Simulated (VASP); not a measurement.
Write the native input for VASP 6.6.1 that does the following.

```yaml
Task: single point
Functional: revPBE
Potentials_or_basis: VASP PAW PBE potentials, release 64 (Re)
Cutoff: 520 eV
k_mesh: 13 × 13 × 4
Occupations: fermi-dirac, width 0.1 eV
Spin: no spin polarisation
Dipole_correction: no
Further_INCAR_settings: ALGO = Normal; EDIFF = 1e-07; NBANDS = 22
```

The structure of Re lies in POSCAR:

```
Re
1.0
    2.7840733746      0.0000000000      0.0000000000
   -1.3920366873      2.4110782684      0.0000000000
    0.0000000000      0.0000000000      8.9751892581
Re
4
Direct
    1.0000000000      1.0000000000      0.0000000000
    1.0000000000      1.0000000000      0.5000000000
    0.3333333333      0.6666666667      0.2500000000
    0.6666666667      0.3333333333      0.7500000000
```

These files were run (other wordings do the same):

INCAR

```
SYSTEM = Re
PREC = Accurate
ENCUT = 520
EDIFF = 1E-7
ISMEAR = -1
SIGMA = 0.1
LREAL = .FALSE.
LASPH = .TRUE.
NELM = 80
ALGO = Normal
ISIF = 2
LWAVE = .FALSE.
LCHARG = .TRUE.
GGA = RE
LELF = .TRUE.
LVHAR = .TRUE.
NBANDS = 22
```

KPOINTS

```
regular mesh
0
G
  13 13 4
  0 0 0
```

Potentials or basis: VASP PAW PBE potentials, release 64 (Re).

The run is started by

```bash
$ cat potpaw_PBE.64/Re/POTCAR > POTCAR
$ mpirun -np 1 vasp_std > vasp.out
```

Results of the run:

```
Pressure               : -0.6 GPa
Band gap on the k mesh : zero (band 14 reaches 8.96 eV, above the bottom of band 15 at 6.52 eV)
```

Caveat: the PAW data sets were made with another functional, which shifts forces and pressure a little; spin-orbit coupling is left out, which moves the levels of the heavy elements.

Run time: 49 s on 1 thread of Intel(R) Xeon(R) 6975P-C (Granite Rapids), with other jobs on the host, peak memory 0.22 GiB.
